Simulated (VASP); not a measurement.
Input of a VASP 6.6.1 run:

The input INCAR:

```
ALGO     = Normal         # electronic algorithm
EDIFF    = 1E-7           # SCF threshold, eV
ENCUT    = 520            # plane-wave cutoff, eV
GGA      = PE             # functional
ISIF     = 2              # what is computed and relaxed
ISMEAR   = -1             # smearing method
LASPH    = True           # aspherical terms in the spheres
LCHARG   = False          # write CHGCAR
LREAL    = False          # projectors in reciprocal space
LWAVE    = False          # write WAVECAR
NBANDS   = 15             # bands
NELM     = 100            # most SCF steps
PREC     = Accurate       # precision mode
SIGMA    = 0.05           # smearing width, eV
```

The input KPOINTS:

```
k-points
0
Gamma
  9 9 9
```

The input POSCAR:

```
KF
1.0
    0.0000000000      2.6539175805      2.6539175805
    2.6539175805      0.0000000000      2.6539175805
    2.6539175805      2.6539175805      0.0000000000
K F
1 1
Direct
    0.0000000000      0.0000000000      0.0000000000
    0.5000000000      0.5000000000      0.5000000000
```

Potentials or basis: VASP PAW PBE potentials, release 64 (K_sv, F).

Launch:

```console
$ cat potpaw_PBE.64/K_sv/POTCAR potpaw_PBE.64/F/POTCAR > POTCAR
$ mpirun -np 1 vasp_std > vasp.out
```

What does it give for the pressure?

2.2 GPa.

Predict the band gap on the k mesh.

6.27 eV.

Caveat: an odd mesh through Γ misses points on the zone boundary, where band edges can lie.
